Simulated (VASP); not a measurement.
Write the native input for VASP 6.6.1 that does the following.

| Quantity | Value |
| --- | --- |
| Task | single point |
| Functional | PBE |
| Potentials or basis | VASP PAW PBE potentials, release 64 (In_d, As) |
| Cutoff | 520 eV |
| k mesh | 13 × 13 × 13 |
| Occupations | fermi-dirac, width 0.05 eV |
| Spin | no spin polarisation |
| Dipole correction | no |
| Further INCAR settings | ALGO = Normal; EDIFF = 1e-06; NBANDS = 16 |

The structure of InAs lies in POSCAR:

```
InAs
1.0
    0.0000000000      3.0490601873      3.0490601873
    3.0490601873      0.0000000000      3.0490601873
    3.0490601873      3.0490601873      0.0000000000
In As
1 1
Direct
    0.0000000000      0.0000000000      0.0000000000
    0.2500000000      0.2500000000      0.2500000000
```

These files were run (other wordings do the same):

INCAR

```
PREC = Accurate
ENCUT = 520
EDIFF = 1E-6
ISMEAR = -1
SIGMA = 0.05
LREAL = False
LASPH = True
NELM = 60
ALGO = Normal
ISIF = 2
LWAVE = False
LCHARG = True
GGA = PE
LELF = True
LVHAR = True
NBANDS = 16
```

KPOINTS

```
regular mesh
0
Gamma
  13 13 13
```

Potentials or basis: VASP PAW PBE potentials, release 64 (In_d, As).

Command:

```console
$ cat potpaw_PBE.64/In_d/POTCAR potpaw_PBE.64/As/POTCAR > POTCAR
$ mpirun -np 1 vasp_std > vasp.out
```

It gave:

| Property | Result |
| --- | --- |
| Pressure | 2.4 GPa |
| Band gap on the k mesh | zero (filled and empty bands touch) |

Caveat: semilocal functionals underestimate gaps, so a narrow gap can read as zero; spin-orbit coupling is left out, which moves the levels of the heavy elements.

It took 86 s on 1 thread of Intel Xeon 8259CL, on a shared host, peak memory 0.23 GiB.
